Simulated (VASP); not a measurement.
Wanted: the native input for a VASP 6.6.1 run.

| Item | Value |
| --- | --- |
| Task | single point |
| Functional | PBE |
| Potentials or basis | VASP PAW PBE potentials, release 64 (Al, As) |
| Cutoff | 520 eV |
| k mesh | 3 × 3 × 4 |
| Occupations | gaussian, width 0.1 eV |
| Spin | no spin polarisation |
| Dipole correction | no |
| Further INCAR settings | ALGO = Normal; EDIFF = 1e-06; NBANDS = 28 |

The structure of AlAs3 lies in POSCAR:

```
AlAs3
1.0
    5.9870887700      0.0000000000      0.0000000000
   -2.9935443800      5.1849709700      0.0000000000
    0.0000000000      0.0000000000      6.2871568600
Al As
2 6
Direct
    0.6666666700      0.3333333300      0.6384745200
    0.3333333300      0.6666666700      0.1384745200
    0.3455789100      0.3070069000      0.5025091800
    0.6544210900      0.6929931000      0.0025091800
    0.3070069000      0.9614279900      0.0025091800
    0.9614279900      0.6544210900      0.5025091800
    0.6929931000      0.0385720100      0.5025091800
    0.0385720100      0.3455789100      0.0025091800
```

The cell was built from a structure type or drawn by symmetry, and may not be a known phase.

One way to write it, as run:

INCAR

```
PREC = Accurate
ENCUT = 520
EDIFF = 1E-6
ISMEAR = 0
SIGMA = 0.1
LREAL = False
LASPH = True
NELM = 100
ALGO = Normal
ISIF = 2
LWAVE = False
LCHARG = True
GGA = PE
LELF = True
LVHAR = True
NBANDS = 28
```

KPOINTS

```
regular mesh
0
Gamma
  3 3 4
```

Potentials or basis: VASP PAW PBE potentials, release 64 (Al, As).

Command:

```sh
$ cat potpaw_PBE.64/Al/POTCAR potpaw_PBE.64/As/POTCAR > POTCAR
$ mpirun -np 1 vasp_std > vasp.out
```

Results of the run:

```
Pressure               : 16.8 GPa
Largest force          : 9.120 eV/Å
Band gap on the k mesh : zero (bands 18 and 19 overlap by 0.80 eV)
```

Caveat: the k points lie up to 0.40 Å⁻¹ apart, too coarse for converged energies and pressures of a metal; semilocal functionals underestimate gaps, so a narrow gap can read as zero; forces of over 1 eV/Å act on the atoms, so gaps and moduli don't describe the material at rest.

It took 92 s on 1 thread of Intel Xeon 8259CL, on a shared host, peak memory 0.32 GiB.
